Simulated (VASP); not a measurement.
# HfN (Immm) in VASP: a series of runs, part 2 of 2

VASP 6.6.1. Earlier steps stand in the parts before.

**3. Electric field gradients, PBE (xy shear strain of -3 %)**

INCAR reads:

```
SYSTEM = HfN
  ALGO = Normal
  EDIFF = 1E-8
  ENCUT = 520
  GGA = PE
  GGA_COMPAT = .False.
  ISIF = 2
  ISMEAR = -1
  LASPH = .True.
  LCHARG = .False.
  LEFG = .True.
  LREAL = .False.
  LWAVE = .False.
  NBANDS = 14
  NELM = 120
  PREC = Accurate
  SIGMA = 0.01
```

KPOINTS reads:

```
k-points
0
Gamma
  10 10 10
  0 0 0
```

POSCAR reads:

```
HfN
1.0
   -0.0338850000      2.2590000000      2.2590000000
    2.2590000000     -0.0338850000      2.2590000000
    2.2251150000      2.2251150000      0.0000000000
Hf N
1 1
Direct
    0.0000000000      0.0000000000      0.0000000000
    0.5000000000      0.5000000000      0.5000000000
```

Potentials or basis: VASP PAW PBE potentials, release 64 (Hf_pv, N).

Command:

```console
> cat potpaw_PBE.64/Hf_pv/POTCAR potpaw_PBE.64/N/POTCAR > POTCAR
> mpirun -np 1 vasp_std > vasp.out
```

OUTCAR:

```text
SYSTEM = HfN
   EDIFF = 1E-8
   ENCUT = 520
   GGA = PE
   ISIF = 2
   ISMEAR = -1
   LASPH = .True.
   LREAL = .False.
   NELM = 120
   PREC = Accurate

 ion  position               nearest neighbor table
   1  0.000  0.000  0.000-   2 2.26   2 2.26   2 2.26   2 2.26   2 2.26   2 2.26
   2  0.500  0.500  0.500-   1 2.26   1 2.26   1 2.26   1 2.26   1 2.26   1 2.26

  LATTYP: Found a body centered orthorhombic cell.
 ALAT       =     3.1467878108
 B/A-ratio  =     1.0304568528
 C/A-ratio  =     1.4357498095

  Lattice vectors:

 A1 = (   0.0338850000,  -2.2590000000,  -2.2590000000)
 A2 = (  -0.0338850000,   2.2590000000,  -2.2590000000)
 A3 = (   2.2590000000,  -0.0338850000,   2.2590000000)

Analysis of symmetry for initial positions (statically):
=====================================================================
 Subroutine PRICEL returns:
 Original cell was already a primitive cell.

 Routine SETGRP: Setting up the symmetry group for a
 body centered orthorhombic supercell.

[... 598 lines left out ...]
     2.259000000 -0.033885000  2.259000000     0.218065886 -0.218065886  0.221336875
     2.225115000  2.225115000  0.000000000     0.224707487  0.224707487 -0.221336875

 POSITION                                       TOTAL-FORCE (eV/Angst)
 -----------------------------------------------------------------------------------
      0.00000      0.00000      0.00000        -0.000000      0.000000      0.000000
      2.22511      2.22511      2.25900         0.000000     -0.000000      0.000000
 -----------------------------------------------------------------------------------
    total drift:                                0.000000     -0.000000     -0.000000

  FREE ENERGIE OF THE ION-ELECTRON SYSTEM (eV)
  ---------------------------------------------------
  free  energy   TOTEN  =       -21.7406976249 eV

  energy  without entropy=      -21.7403867615  energy(sigma->0) =      -21.74054219

 Electric field gradients (V/A^2)
---------------------------------------------------------------------
 ion       V_xx      V_yy      V_zz      V_xy      V_xz      V_yz
---------------------------------------------------------------------
   1       0.494     0.494    -0.988    11.411    -0.000    -0.000
   2       0.219     0.219    -0.439    -1.914     0.001     0.001
---------------------------------------------------------------------

 Electric field gradients after diagonalization (V/A^2)
 (convention: |V_zz| > |V_xx| > |V_yy|)
----------------------------------------------------------------------
 ion       V_xx      V_yy      V_zz     asymmetry (V_yy - V_xx)/ V_zz
----------------------------------------------------------------------
   1     -10.917    -0.988    11.905       0.834
   2      -1.695    -0.439     2.133       0.589
----------------------------------------------------------------------

           NMR quadrupolar parameters

 Cq : quadrupolar parameter    Cq=e*Q*V_zz/h
 eta: asymmetry parameters     (V_yy - V_xx)/ V_zz
 Q  : nuclear electric quadrupole moment in mb (millibarn)
----------------------------------------------------------------------
 ion       Cq(MHz)       eta       Q (mb)
----------------------------------------------------------------------
   1       0.029       0.834       1.000
   2       0.005       0.589       1.000
----------------------------------------------------------------------
```

Run time: 1.8 min. Hardware: 1 thread of AMD EPYC, shared host; peak memory 0.15 GiB.

What came out:

- Free energy: -21.7407 eV
- Pressure: 3.1 GPa
- Band gap on the k mesh: zero (an odd number of electrons rules out a gap without spin polarisation)
- Largest electric field gradient by atom: Hf +11.9; N +2.1 V/Å²

Electric field gradients, principal values (V/Å²):
| atom | least | middle | greatest (by size) |
| --- | --- | --- | --- |
| 1 Hf | -0.988 | -10.917 | 11.905 |
| 2 N | -0.439 | -1.695 | 2.133 |

Caveat: the cell differs from its parent crystal (xy shear strain of -3 %); the cell stands under pressure; without QUAD_EFG the Cq values of the log hold for a quadrupole moment of 1 mb, not for the nuclei; spin-orbit coupling is left out, which moves the levels of the heavy elements.
